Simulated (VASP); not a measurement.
A run of VASP 6.6.1 is set up as follows.

Contents of POSCAR:

```
MnO2
1.0
    0.0000000000      2.2465794148      2.2465794148
    2.2465794148      0.0000000000      2.2465794148
    2.2465794148      2.2465794148      0.0000000000
Mn O
1 2
Direct
    0.0000000000      0.0000000000      0.0000000000
    0.2500000000      0.2500000000      0.2500000000
    0.7500000000      0.7500000000      0.7500000000
```

The input INCAR.step1:

```
PREC     = Accurate       # precision mode
ENCUT    = 520            # plane-wave cutoff, eV
ISMEAR   = -1             # smearing method
SIGMA    = 0.1            # smearing width, eV
LREAL    = False          # projectors in reciprocal space
LASPH    = True           # aspherical terms in the spheres
NELM     = 100            # most SCF steps
NBANDS   = 20             # bands
GGA      = PE             # functional
ALGO     = Normal         # electronic algorithm
EDIFF    = 1E-4           # SCF threshold, eV
LWAVE    = True           # write WAVECAR
LCHARG   = False          # write CHGCAR
```

File INCAR.step2:

```
PREC     = Accurate       # precision mode
ENCUT    = 520            # plane-wave cutoff, eV
EDIFF    = 1E-6           # SCF threshold, eV
ISMEAR   = -1             # smearing method
SIGMA    = 0.1            # smearing width, eV
LREAL    = False          # projectors in reciprocal space
LASPH    = True           # aspherical terms in the spheres
NELM     = 100            # most SCF steps
ALGO     = Normal         # electronic algorithm
ISIF     = 2              # what is computed and relaxed
LWAVE    = False          # write WAVECAR
LCHARG   = False          # write CHGCAR
METAGGA  = R2SCAN         # meta-GGA
LMIXTAU  = True         
NBANDS   = 20             # bands
ISTART   = 1
```

File KPOINTS:

```
regular mesh
0
Gamma
  13 13 13
```

Potentials or basis: VASP PAW PBE potentials, release 64 (Mn_pv, O).

Command:

```console
$ cat potpaw_PBE.64/Mn_pv/POTCAR potpaw_PBE.64/O/POTCAR > POTCAR
$ cp INCAR.step1 INCAR
$ mpirun -np 1 vasp_std > vasp.out
$ cp INCAR.step2 INCAR
$ mpirun -np 1 vasp_std > vasp.out
```

**Question.** Estimate the pressure.

**Answer.** 21.6 GPa.

Caveat: the PAW data sets were made with another functional, which shifts forces and pressure a little; an odd number of electrons without spin polarisation forces a metal; a magnetic or distorted state may lie lower; the run has no spin polarisation, though such a crystal can be magnetic; semilocal functionals often make such compounds metallic where correlation or magnetic order opens a gap, which also shifts bond lengths. Spin polarisation is off, so any magnetic state and its effect on volume and gap are missing.
